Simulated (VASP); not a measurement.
Runs of VASP 6.6.1 on Re. The structure is that of space group Fm-3m (No. 225), or close to it. The cells are those of the table. 

```csv
cell,gap on the mesh (eV),pressure (GPa)
"a = 2.809, b = 2.809, c = 2.736 Å, angles 60.9, 60.9, 58.3°, 1 atom",none,-6.1
"a = 2.838, b = 2.838, c = 2.764 Å, angles 60.9, 60.9, 58.3°, 1 atom",none,-16.0
"a = 2.779, b = 2.779, c = 2.707 Å, angles 60.9, 60.9, 58.3°, 1 atom",none,5.7
"a = 2.798 Å, angles 60.0°, 1 atom",none,-11.6
"a = 2.867, b = 2.867, c = 2.792 Å, angles 60.9, 60.9, 58.3°, 1 atom",none,-24.2
"a = 2.739 Å, angles 60.0°, 1 atom",none,(d)
"a = 2.693 Å, angles 60.0°, 1 atom",none,(c)
"a = 2.724 Å, angles 60.0°, 1 atom",none,(b)
"a = 2.783 Å, angles 60.0°, 1 atom",none,(a)
"a = 2.794, b = 2.794, c = 2.722 Å, angles 60.9, 60.9, 58.3°, 1 atom",none,-0.5
"a = 2.754 Å, angles 60.0°, 1 atom",none,5.3
"a = 2.812 Å, angles 60.0°, 1 atom",none,-16.3
```

Alike in all rows: task single point; level PBE; potentials or basis VASP PAW PBE potentials, release 64 (Re); no spin polarisation; k mesh 10 × 10 × 10; cutoff (eV) 520; smearing gaussian 0.15 eV.

**Question.** Estimate the missing entries.

**Answer.** (a) -6.5; (b) 19.5; (c) 36.5; (d) 12.1.

Caveats: spin-orbit coupling is left out, which moves the levels of the heavy elements.

A k mesh can miss the band edges, and the runs leave out spin-orbit coupling on Re.

A gap of «none» marks levels without a gap at the run's occupations.
